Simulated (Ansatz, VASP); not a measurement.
# Pt: VASP beside Ansatz

Contents of INCAR:

```
PREC     = Accurate       # precision mode
ENCUT    = 600            # plane-wave cutoff, eV
EDIFF    = 1E-6           # SCF threshold, eV
ISMEAR   = 0              # smearing method
SIGMA    = 0.1            # smearing width, eV
LREAL    = F              # projectors in reciprocal space
LASPH    = T              # aspherical terms in the spheres
NELM     = 100            # most SCF steps
ALGO     = Normal         # electronic algorithm
ISIF     = 3              # what is computed and relaxed
LWAVE    = F              # write WAVECAR
LCHARG   = F              # write CHGCAR
GGA      = PE             # functional
IBRION   = 2              # ionic algorithm
NSW      = 90             # ionic steps
EDIFFG   = -0.02          # ionic threshold
```

KPOINTS

```
regular mesh
0
Gamma
  12 12 8
```

Contents of POSCAR:

```
Pt
1.0
    2.7606656158      0.0000000000      0.0000000000
   -1.3803328079      2.3908065546      0.0000000000
    0.0000000000      0.0000000000      4.7921340000
Pt
2
Direct
    0.6666666700      0.3333333300      0.7500000000
    0.3333333300      0.6666666700      0.2500000000
```

Input for Ansatz:

```yaml
crystal:
  lattice:
    - [2.7606656158, 0.0, 0.0]
    - [-1.3803328079, 2.3908065546, 0.0]
    - [0.0, 0.0, 4.792134]
  atoms:
    - { symbol: Pt, position: [0.66666667, 0.33333333, 0.75] }
    - { symbol: Pt, position: [0.33333333, 0.66666667, 0.25] }
basis:
  ecutwfc: 420
kpoints:
  mp_grid: { grid: [12, 12, 8] }
hamiltonian:
  xc: pbe
scf:
  occupations: { method: gaussian, width: 0.1 }
output:
  forces: true
  stress: true
  eigenvalues: true
  write_density: true
  write_potential: true
  elf: true
  volumetric_format: npy
relax:
  adjacent_minimum: "off"
  f_tol: 0.02
  max_steps: 70
  cell: { stress_tol: 0.1 }
```

Alike in both runs: task relaxation of cell and atoms; functional PBE; k mesh 12 × 12 × 8; occupations gaussian, width 0.1 eV; no spin polarisation.

|  | VASP | Ansatz |
| --- | --- | --- |
| version | VASP 6.6.1 | Ansatz 0.2.0 |
| potentials or method | VASP PAW PBE potentials, release 64 (Pt), cutoff 600 eV | scalar-relativistic, plane waves, PAW |
| valence electrons in the cell | 20 | 36 |

Ansatz gave:

- gap on the k mesh at the Fermi level, each at its own relaxed structure (eV): none
- relaxed volume (Å³/atom): 15.76
- relaxed length of the cell vector where the two differ most in proportion (Å): 4.783

Q: Estimate VASP's values.

A: gap on the k mesh at the Fermi level, each at its own relaxed structure (eV): none; relaxed volume (Å³/atom): 15.73; relaxed length of the cell vector where the two differ most in proportion (Å): 4.777.

A gap of «none» marks a metal or a gap that the smearing closes. VASP's potentials hold 20 valence electrons a cell and Ansatz's 36, so a difference there can come from the potentials and not from the codes.

Neither program's run includes spin-orbit coupling.
